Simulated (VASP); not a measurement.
Input of a VASP 6.6.1 run:

File INCAR:

```
SYSTEM = HfO2
PREC = Accurate ; ENCUT = 520
EDIFF = 1E-6 ; ISMEAR = -4
SIGMA = 0.1 ; LREAL = .False.
LASPH = .True. ; NELM = 80
ALGO = Normal ; ISIF = 2
LWAVE = .False. ; LCHARG = .False.
GGA = PE ; NBANDS = 31
```

The input KPOINTS:

```
Automatic mesh
0
Gamma
  5 5 4
  0 0 0
```

The input POSCAR:

```
HfO2
1.0
    3.6045231809      0.0000000000      0.0000000000
    0.0000000000      3.6045231809      0.0000000000
    0.0000000000      0.0000000000      5.2648290580
O Hf
4 2
Direct
    0.0000000000      0.5000000000      0.1931978749
    0.0000000000      0.5000000000      0.6931978749
    0.5000000000      0.0000000000      0.3068021251
    0.5000000000      0.0000000000      0.8068021251
    0.0000000000      0.0000000000      0.0000000000
    0.5000000000      0.5000000000      0.5000000000
```

Potentials or basis: VASP PAW PBE potentials, release 64 (O, Hf_pv).

Command:

```bash
$ cat potpaw_PBE.64/O/POTCAR potpaw_PBE.64/Hf_pv/POTCAR > POTCAR
$ mpirun -np 1 vasp_std > vasp.out
```

(1) What does it give for the pressure?

(2) Estimate the largest force.

(3) Predict the band gap on the k mesh.

## Answers

(1) -3.2 GPa.

(2) 0.050 eV/Å.

(3) 4.65 eV (least direct gap 4.72 eV).

Caveat: the cell stands under tension; spin-orbit coupling is left out, which moves the levels of the heavy elements; an odd mesh through Γ misses points on the zone boundary, where band edges can lie.
